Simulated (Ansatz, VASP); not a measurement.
One calculation of Si2W, two programs

```
Si W
1.0
    -1.61435    1.61435    3.93689
     1.61435   -1.61435    3.93689
     1.61435    1.61435   -3.93689
Si W
2 1
Direct
  0.33444 0.33444 0.00000
  0.66556 0.66556 0.00000
  0.00000 0.00000 0.00000
```

Alike in both runs: functional PBE; k mesh 18 × 18 × 18; occupations fermi-dirac, width 0.15 eV; no spin polarisation.

Ansatz relaxed the structure, and its values are those at the end. VASP's run is a single point on that final structure, the one shown.

|  | VASP | Ansatz |
| --- | --- | --- |
| version | VASP 6.6.1 | Ansatz 0.2.0 |
| potentials or method | VASP PAW PBE potentials, release 64 (Si, W_sv), cutoff 520 eV | scalar-relativistic, plane waves, PAW |
| valence electrons in the cell | 22 | 22 |

Ansatz gave:

```
gap on the k mesh at the Fermi level (eV) : none
pressure (GPa)                            : 0.0
```

Question: What did VASP give for the same quantities?

Answer: gap on the k mesh at the Fermi level (eV): none; pressure (GPa): 0.1.

A gap of «none» marks a metal or a gap that the smearing closes. With one functional, cell and mesh, what is left measures potentials, basis and numerics.

Spin-orbit coupling is off throughout.
